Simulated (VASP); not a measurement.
A run of VASP 6.6.1 is set up as follows.

File INCAR:

```
PREC = Accurate
ENCUT = 600
EDIFF = 1E-6
ISMEAR = 0
SIGMA = 0.1
LREAL = False
LASPH = True
NELM = 60
ALGO = Normal
ISIF = 3
LWAVE = False
LCHARG = False
GGA = PE
IBRION = 2
NSW = 90
EDIFFG = -0.04
```

KPOINTS

```
regular mesh
0
Gamma
  6 6 6
```

POSCAR

```
RuRh2
1.0
    3.8865799518      0.0000000000      0.0000000000
   -1.9432899760      3.3658769722      0.0000000000
    0.0000000000      0.0000000000      2.7336811999
Ru Rh
1 2
Direct
    0.0000000000      0.0000000000      0.0000000000
    0.3333333333      0.6666666667      0.5000000000
    0.6666666667      0.3333333333      0.5000000000
```

Potentials or basis: VASP PAW PBE potentials, release 64 (Ru_pv, Rh_pv).

Command:

```sh
$ cat potpaw_PBE.64/Ru_pv/POTCAR potpaw_PBE.64/Rh_pv/POTCAR > POTCAR
$ mpirun -np 1 vasp_std > vasp.out
```

(1) What does it give for the relaxed volume?

(2) Predict the space group after relaxing (to 0.1 Å).

(3) Estimate the band gap on the k mesh.

Results:

(1) 14.28 Å³/atom.

(2) P6/mmm (No. 191).

(3) zero (bands 22 and 23 overlap by 2.37 eV).

Caveat: the k points lie up to 0.39 Å⁻¹ apart in the final cell, too coarse for converged energies and pressures of a metal; the volume moved by over 15 % at a fixed basis, so the end points are rough.
